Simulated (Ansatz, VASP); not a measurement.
# HfMg3 in VASP and in Ansatz

```
CELL_PARAMETERS angstrom
4.37524 0.00000 0.00000
0.00000 4.37524 0.00000
0.00000 0.00000 4.37524
ATOMIC_POSITIONS crystal
Hf 0.00000 0.00000 0.00000
Mg 0.00000 0.50000 0.50000
Mg 0.50000 0.50000 0.00000
Mg 0.50000 0.00000 0.50000
```

Alike in both runs: task single point; functional PBE; k mesh 8 × 8 × 8; occupations gaussian, width 0.05 eV; no spin polarisation.

```csv
,VASP,Ansatz
version,VASP 6.6.1,Ansatz 0.2.0
potentials or method,"VASP PAW PBE potentials, release 64 (Hf_pv, Mg), cutoff 520 eV","scalar-relativistic, plane waves, PAW"
valence electrons in the cell,16,56
```

```tsv
	VASP	Ansatz	Ansatz less VASP
gap on the k mesh at the Fermi level (eV)	none	none	-
pressure (GPa)	2.4	2.5	+0.11
```

A gap of «none» marks a metal or a gap that the smearing closes. VASP's potentials hold 16 valence electrons a cell and Ansatz's 56, so a difference there can come from the potentials and not from the codes.

Spin-orbit coupling is off throughout.
